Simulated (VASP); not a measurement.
Ba3Ca4O7, 14 atoms in the cell. The cell holds a disordered packing, 14 atoms: a = 6.700 Å, b = 6.523 Å, c = 7.058 Å, α = 90.11°, β = 92.27°, γ = 69.99°. 

* Program: VASP 6.6.1
* Task: single point
* Functional: PBE
* Potentials or basis: VASP PAW PBE potentials, release 64 (Ba_sv, O, Ca_sv)
* Cutoff: 520 eV
* k mesh: 1 × 1 × 1, shifted
* Occupations: gaussian, width 0.1 eV
* Spin: no spin polarisation
* Dipole correction: no
* Further INCAR settings: ALGO = Normal; EDIFF = 1e-06; NBANDS = 69; ISYM = 0

Potentials or basis: VASP PAW PBE potentials, release 64 (Ba_sv, O, Ca_sv).

Command:

```bash
$ cat potpaw_PBE.64/Ba_sv/POTCAR potpaw_PBE.64/O/POTCAR potpaw_PBE.64/Ca_sv/POTCAR > POTCAR
$ mpirun -np 1 vasp_std > vasp.out
```

Hardware: 1 thread of AMD EPYC 9R45 96-Core Processor (Zen 5), with other jobs on the host.

Q: How long does it take, and how much memory?

A: Run time: 33 s on 1 thread of AMD EPYC 9R45 96-Core Processor (Zen 5), with other jobs on the host, peak memory 0.32 GiB. Counts: scf iterations 18, k points 1.
